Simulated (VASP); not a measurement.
# SiMo12 in VASP: single point with PBE

Aim: the single point of SiMo12 with PBE.

All numbers are computed with VASP 6.6.1; they aren't measurements. Logs are shortened: lines on timing, memory, paths and dates and some standing lists are left out, and cuts for length are marked.

## Step 1: The cell of the first run

The cell holds a slab with vacuum, 13 atoms: a = 5.474 Å, b = 5.474 Å, c = 19.808 Å, α = 90.00°, β = 90.00°, γ = 109.47°.

## Step 2: Single point, PBE

Input file INCAR:

```
SYSTEM = SiMo12
PREC = Accurate
ENCUT = 520
EDIFF = 1E-6
ISMEAR = 0
SIGMA = 0.1
LREAL = .FALSE.
LASPH = .TRUE.
NELM = 60
ALGO = Normal
ISIF = 2
LWAVE = .FALSE.
LCHARG = .FALSE.
LDIPOL = .TRUE.
IDIPOL = 3
DIPOL = 0.5 0.5 0.328
GGA = PE
NBANDS = 98
```

Input file KPOINTS:

```
Automatic mesh
0
G
  5 5 1
  0 0 0
```

Input file POSCAR:

```
SiMo12
1.0
    5.4740406976      0.0000000000      0.0000000000
   -1.8246802325      5.1609750637      0.0000000000
    0.0000000000      0.0000000000     19.8082144280
Mo Si
12 1
Direct
    0.2500000000      0.2500000000      0.2019364246
    0.2500000000      0.7500000000      0.2019364246
    0.7500000000      0.2500000000      0.2019364246
    0.7500000000      0.7500000000      0.2019364246
    0.0000000000      0.0000000000      0.3106872620
    0.0000000000      0.5000000000      0.3106872620
    0.5000000000      0.0000000000      0.3106872620
    0.5000000000      0.5000000000      0.3106872620
    0.2500000000      0.2500000000      0.4194327792
    0.2500000000      0.7500000000      0.4194327792
    0.7500000000      0.2500000000      0.4194327792
    0.7500000000      0.7500000000      0.4194327792
    0.2500000000      0.2500000000      0.5368076741
```

Potentials or basis: VASP PAW PBE potentials, release 64 (Mo_sv, Si).

On the command line:

```console
> cat potpaw_PBE.64/Mo_sv/POTCAR potpaw_PBE.64/Si/POTCAR > POTCAR
> mpirun -np 1 vasp_std > vasp.out
```

OUTCAR:

```text
SYSTEM = SiMo12
   PREC = Accurate
   ENCUT = 520
   EDIFF = 1E-6
   ISMEAR = 0
   LREAL = .FALSE.
   LASPH = .TRUE.
   NELM = 60
   ISIF = 2
   GGA = PE

 ion  position               nearest neighbor table
   1  0.250  0.250  0.202-   5 2.67   8 2.67   3 2.74   3 2.74   2 2.74   2 2.74   7 3.10   6 3.10
                             4 3.16   4 3.16
   2  0.250  0.750  0.202-   6 2.67   7 2.67   4 2.74   4 2.74   1 2.74   1 2.74   5 3.10   8 3.10
                             3 3.16   3 3.16
   3  0.750  0.250  0.202-   6 2.67   7 2.67   1 2.74   1 2.74   4 2.74   4 2.74   5 3.10   8 3.10
                             2 3.16   2 3.16
   4  0.750  0.750  0.202-   5 2.67   8 2.67   2 2.74   2 2.74   3 2.74   3 2.74   7 3.10   6 3.10
                             1 3.16   1 3.16
   5  0.000  0.000  0.311-   9 2.67  12 2.67   1 2.67   4 2.67   7 2.74   7 2.74   6 2.74   6 2.74
                            11 3.10  10 3.10   3 3.10   2 3.10   8 3.16   8 3.16
   6  0.000  0.500  0.311-  10 2.67  11 2.67   2 2.67   3 2.67   8 2.74   8 2.74   5 2.74   5 2.74
                             9 3.10  12 3.10   1 3.10   4 3.10   7 3.16   7 3.16
   7  0.500  0.000  0.311-  10 2.67  11 2.67   2 2.67   3 2.67   5 2.74   5 2.74   8 2.74   8 2.74
                             9 3.10  12 3.10   1 3.10   4 3.10   6 3.16   6 3.16
   8  0.500  0.500  0.311-   9 2.67  12 2.67   1 2.67   4 2.67   6 2.74   6 2.74   7 2.74   7 2.74
                            11 3.10  10 3.10   3 3.10   2 3.10   5 3.16   5 3.16
   9  0.250  0.250  0.419-  13 2.32   8 2.67   5 2.67  11 2.74  11 2.74  10 2.74  10 2.74   6 3.10
                             7 3.10  12 3.16  12 3.16
  10  0.250  0.750  0.419-   6 2.67   7 2.67  12 2.74  12 2.74   9 2.74   9 2.74   5 3.10   8 3.10
                            11 3.16  11 3.16
  11  0.750  0.250  0.419-   6 2.67   7 2.67   9 2.74   9 2.74  12 2.74  12 2.74   5 3.10   8 3.10
                            10 3.16  10 3.16
  12  0.750  0.750  0.419-   5 2.67   8 2.67  10 2.74  10 2.74  11 2.74  11 2.74   7 3.10   6 3.10
                             9 3.16   9 3.16
  13  0.250  0.250  0.537-   9 2.32

  LATTYP: Found a base centered orthorhombic cell.
 ALAT       =     6.3208777407
 B/A-ratio  =     1.4142135624
 C/A-ratio  =     3.1337759154

  Lattice vectors:

 A1 = (   5.4740406976,   0.0000000000,   0.0000000000)
 A2 = (  -1.8246802325,   5.1609750637,   0.0000000000)
 A3 = (   0.0000000000,   0.0000000000,  19.8082144280)

Analysis of symmetry for initial positions (statically):
=====================================================================
 Subroutine PRICEL returns:
 Original cell was already a primitive cell.

 Routine SETGRP: Setting up the symmetry group for a
 base centered orthorhombic supercell.

 Subroutine GETGRP returns: Found  4 space group operations
 (whereof  2 operations were pure point group operations)
 out of a pool of  8 trial point group operations.

The static configuration has the point symmetry C_1h.
 The point group associated with its full space group is C_2v.

Analysis of symmetry for dynamics (positions and initial velocities):
=====================================================================
 Subroutine PRICEL returns:
 Original cell was already a primitive cell.

 Routine SETGRP: Setting up the symmetry group for a
 base centered orthorhombic supercell.

 Subroutine GETGRP returns: Found  4 space group operations
 (whereof  2 operations were pure point group operations)
 out of a pool of  8 trial point group operations.

The dynamic configuration has the point symmetry C_1h.
 The point group associated with its full space group is C_2v.

 Subroutine INISYM returns: Found  4 space group operations
 (whereof  2 operations are pure point group operations),
 and found     1 'primitive' translations

----------------------------------------------------------------------------------------

                                     Primitive cell

  volume of cell :     559.6095

  direct lattice vectors                    reciprocal lattice vectors
     5.474040698  0.000000000  0.000000000     0.182680410  0.064587278  0.000000000
    -1.824680232  5.160975064  0.000000000     0.000000000  0.193761835  0.000000000
     0.000000000  0.000000000 19.808214428     0.000000000  0.000000000  0.050484106

  length of vectors
     5.474040698  5.474040698 19.808214428     0.193761835  0.193761835  0.050484106

  position of ions in fractional coordinates (direct lattice)
     0.250000000  0.250000000  0.201936425
     0.250000000  0.750000000  0.201936425
     0.750000000  0.250000000  0.201936425
     0.750000000  0.750000000  0.201936425
     0.000000000  0.000000000  0.310687262
     0.000000000  0.500000000  0.310687262
     0.500000000  0.000000000  0.310687262
     0.500000000  0.500000000  0.310687262
     0.250000000  0.250000000  0.419432779
     0.250000000  0.750000000  0.419432779
     0.750000000  0.250000000  0.419432779
     0.750000000  0.750000000  0.419432779
     0.250000000  0.250000000  0.536807674

  ion indices of the primitive-cell ions
   primitive index   ion index
                 1           1
                 2           2
                 3           3
                 4           4
                 5           5
                 6           6
                 7           7
                 8           8
                 9           9
                10          10
                11          11
                12          12
                13          13

----------------------------------------------------------------------------------------

 KPOINTS: Automatic mesh

Automatic generation of k-mesh.
 Grid dimensions read from file:
 generate k-points for:    5    5    1

 Generating k-lattice:

  Cartesian coordinates                     Fractional coordinates (reciprocal lattice)
     0.036536082  0.012917456  0.000000000     0.200000000  0.000000000  0.000000000
     0.000000000  0.038752367  0.000000000     0.000000000  0.200000000  0.000000000
     0.000000000  0.000000000  0.050484106     0.000000000  0.000000000  1.000000000

  Length of vectors
     0.038752367  0.038752367  0.050484106

  Shift w.r.t. Gamma in fractional coordinates (k-lattice)
     0.000000000  0.000000000  0.000000000

 Subroutine IBZKPT returns following result:
 ===========================================

 Found      9 irreducible k-points:

 Following reciprocal coordinates:
            Coordinates               Weight
  0.000000  0.000000  0.000000      1.000000
  0.200000 -0.000000  0.000000      4.000000
  0.400000  0.000000  0.000000      4.000000
  0.200000  0.200000  0.000000      2.000000
  0.400000  0.200000  0.000000      4.000000
 -0.400000  0.200000  0.000000      4.000000
 -0.200000  0.200000  0.000000      2.000000
  0.400000  0.400000  0.000000      2.000000
 -0.400000  0.400000  0.000000      2.000000
   k-points           NKPTS =      9   k-points in BZ     NKDIM =      9   number of bands    NBANDS=     98
   number of dos      NEDOS =    301   number of ions     NIONS =     13
   total plane-waves  NPLWV = 264600
   dimension x,y,z NGX =    42 NGY =   42 NGZ =  150
   dimension x,y,z NGXF=    84 NGYF=   84 NGZF=  300
   ions per type =              12   1
   NGX,Y,Z   is equivalent  to a cutoff of  12.76, 12.76, 12.59 a.u.
   NGXF,Y,Z  is equivalent  to a cutoff of  25.51, 25.51, 25.18 a.u.
 SYSTEM =  SiMo12
   PREC   = accura    normal or accurate (medium, high low for compatibility)
   ISTART =      0    job   : 0-new  1-cont  2-samecut
   ICHARG =      2    charge: 1-file 2-atom 10-const
   ISPIN  =      1    spin polarized calculation?
   LNONCOLLINEAR =      F non collinear calculations
   LSORBIT =      F    spin-orbit coupling
   LASPH  =      T    aspherical Exc in radial PAW
   ENCUT  =  520.0 eV  38.22 Ry    6.18 a.u.  10.18 10.18 36.83*2*pi/ulx,y,z
   NELM   =     60;   NELMIN=  2; NELMDL= -5     # of ELM steps
   EDIFF  = 0.1E-05   stopping-criterion for ELM
   LREAL  =      F    real-space projection
   EDIFFG = 0.1E-04   stopping-criterion for IOM
   NSW    =      0    number of steps for IOM
   IBRION =     -1    ionic relax: 0-MD 1-quasi-New 2-CG
   NFREE  =      0    steps in history (QN), initial steepest desc. (CG)
   ISIF   =      2    stress and relaxation
   ISYM   =      2    0-nonsym 1-usesym 2-fastsym
   POTIM  = 0.5000    time-step for ionic-motion
   TEBEG  =    0.0;   TEEND  =   0.0 temperature during run
   PSTRESS=    0.0 pullay stress
   NELECT =     172.0000    total number of electrons
   NUPDOWN=      -1.0000    fix difference up-down
   EMIN   =  10.00;   EMAX   =-10.00  energy-range for DOS
   EFERMI =   0.00;   METHOD = LEGACY
   ISMEAR =     0;   SIGMA  =   0.10  broadening in eV -4-tet -1-fermi 0-gaus
   EFERMI_NEDOS =   21; number of points for ismear=-14 and -15
   IALGO  =     38    algorithm
   IMIX   =      4    mixing-type and parameters
     AMIX     =   0.40;   BMIX     =  1.00
     AMIX_MAG =   1.60;   BMIX_MAG =  1.00
  volume/ion in A,a.u.               =      43.05       290.49
  Fermi-wavevector in a.u.,A,eV,Ry     =   1.104814  2.087796 16.607470  1.220615
  Thomas-Fermi vector in A             =   2.241292
   LORBIT       =      0    0 simple, 1 ext, 2 COOP (PROOUT), +10 PAW based schemes
   GGA     = PE    functional components
   LHFCALC =     F    Hartree Fock is set to
   AEXX    =    0.0000 exact exchange contribution
   IVDW    =     0    specifies the selected vdW correction
   LEPSILON=     F    determine dielectric tensor
   LRPA    =     F    only Hartree local field effects (RPA)
 non-spin polarized calculation
 Gauss-broadening in eV      SIGMA  =   0.10
  energy-cutoff  :      520.00
  volume of cell :      559.61
 maximum number of plane-waves:     15102
 NGX is ok and might be reduce to    42
   NGX = 21   NGY = 21   NGZ = 73

 dipolmoment           0.000000      0.000000     -0.001172 electrons x Angstroem

 number of electron     171.9999986 magnetization

 dipolmoment           0.000000      0.000000      0.040732 electrons x Angstroem

 Free energy of the ion-electron system (eV)
  ---------------------------------------------------
  ext. energy  EPLUGINS =         0.00000000
  ---------------------------------------------------
  free energy    TOTEN  =      -125.88377554 eV

  energy without entropy =     -125.81238754  energy(sigma->0) =     -125.84808154

 E-fermi :   1.5289     XC(G=0):  -5.9596

 val. band max:        1.5245846924   @ k =   0.4000   0.4000   0.0000
 cond. band min:       1.5394780241   @ k =  -0.4000   0.2000   0.0000
 fundamental gap:      0.0148933316
 Fermi energy:         1.5289380889

 k-point     1 :       0.0000    0.0000    0.0000
  band No.  band energies     occupation
      1     -59.6882      2.00000
      2     -59.5100      2.00000
      3     -59.5045      2.00000
      4     -59.4513      2.00000
      5     -59.4302      2.00000
      6     -59.3773      2.00000
[... 90 lines left out ...]
     97       3.2490      0.00000
     98       3.2732      0.00000

 k-point     2 :       0.2000   -0.0000    0.0000
  band No.  band energies     occupation
      1     -59.6721      2.00000
      2     -59.5267      2.00000
      3     -59.5015      2.00000
      4     -59.4552      2.00000
      5     -59.4216      2.00000
      6     -59.3700      2.00000
[... 696 lines left out ...]
     97       2.5859      0.00000
     98       2.7870      0.00000

 k-point     9 :      -0.4000    0.4000    0.0000
  band No.  band energies     occupation
      1     -59.6063      2.00000
      2     -59.5309      2.00000
      3     -59.5116      2.00000
      4     -59.5065      2.00000
      5     -59.3733      2.00000
      6     -59.3544      2.00000
[... 90 lines left out ...]
     97       2.3884      0.00000
     98       2.4299      0.00000

------------------------ aborting loop because EDIFF is reached ----------------------------------------

 vacuum level on the upper side and lower side of the slab       (xc-potential included)        -0.075        -0.260

  FORCE on cell =-STRESS in cart. coord.  units (eV):
  Direction    XX          YY          ZZ          XY          YZ          ZX
  --------------------------------------------------------------------------------------
  -------------------------------------------------------------------------------------
  Total       -9.9603608    -10.0403360      2.2453229     -0.1131020      0.0000000      0.0000000
  in kB      -28.5167837    -28.7457549      6.4284206     -0.3238141      0.0000000      0.0000000
  external PRESSURE =     -16.9447060 kB  Pullay stress =       0.0000000 kB

 VOLUME and BASIS-vectors are now :
 -----------------------------------------------------------------------------
  energy-cutoff  :      520.00
  volume of cell :      559.61
      direct lattice vectors                 reciprocal lattice vectors
     5.474040698  0.000000000  0.000000000     0.182680410  0.064587278  0.000000000
    -1.824680232  5.160975064  0.000000000     0.000000000  0.193761835  0.000000000
     0.000000000  0.000000000 19.808214428     0.000000000  0.000000000  0.050484106

 POSITION                                       TOTAL-FORCE (eV/Angst)
 -----------------------------------------------------------------------------------
      0.91234      1.29024      4.00000        -0.000000     -0.000000      0.045046
      0.00000      3.87073      4.00000        -0.000000     -0.000000     -0.088092
      3.64936      1.29024      4.00000        -0.000000     -0.000000     -0.088092
      2.73702      3.87073      4.00000        -0.000000      0.000000      0.253447
      0.00000      0.00000      6.15416        -0.161740     -0.228735     -0.585400
     -0.91234      2.58049      6.15416        -0.110739      0.078304     -0.067936
      2.73702      0.00000      6.15416         0.110739     -0.078304     -0.067936
      1.82468      2.58049      6.15416         0.161740      0.228735     -0.585400
      0.91234      1.29024      8.30821        -0.000000     -0.000000     -0.200988
      0.00000      3.87073      8.30821        -0.000000     -0.000000      0.740590
      3.64936      1.29024      8.30821        -0.000000      0.000000      0.740590
      2.73702      3.87073      8.30821        -0.000000      0.000000     -0.110111
      0.91234      1.29024     10.63320        -0.000000     -0.000000      0.014282
 -----------------------------------------------------------------------------------
    total drift:                                0.000000      0.000000      0.000920

  FREE ENERGIE OF THE ION-ELECTRON SYSTEM (eV)
  ---------------------------------------------------
  free  energy   TOTEN  =      -125.8837755424 eV

  energy  without entropy=     -125.8123875423  energy(sigma->0) =     -125.84808154

 vacuum level on the upper side and lower side of the slab         6.225         6.036
```

It took 40 min on 1 thread of Intel Xeon Platinum 8375C at 2.90GHz (Ice Lake), shared host; peak memory 0.73 GiB.

Results:

| Property | Result |
| --- | --- |
| Free energy | -125.8838 eV |
| Largest force | 0.741 eV/Å |
| Band gap on the k mesh | zero (band 86 reaches 2.70 eV, above the bottom of band 87 at 0.99 eV) |

Forces on the atoms (eV/Å):
```
Mo   0.000  0.000  0.045
Mo   0.000  0.000 -0.088
Mo   0.000  0.000 -0.088
Mo   0.000  0.000  0.253
Mo  -0.162 -0.229 -0.585
Mo  -0.111  0.078 -0.068
Mo   0.111 -0.078 -0.068
Mo   0.162  0.229 -0.585
Mo   0.000  0.000 -0.201
Mo   0.000  0.000  0.741
Mo   0.000  0.000  0.741
Mo   0.000  0.000 -0.110
Si   0.000  0.000  0.014
```

Levels at points of the mesh, in eV from the Fermi level:
```tsv
k point	band 83	band 84	band 85	band 86	band 87	band 88	band 89	band 90
(0.00, 0.00, 0.00)	0.26	0.39	1.05	1.17	1.27	1.32	1.34	1.38
```
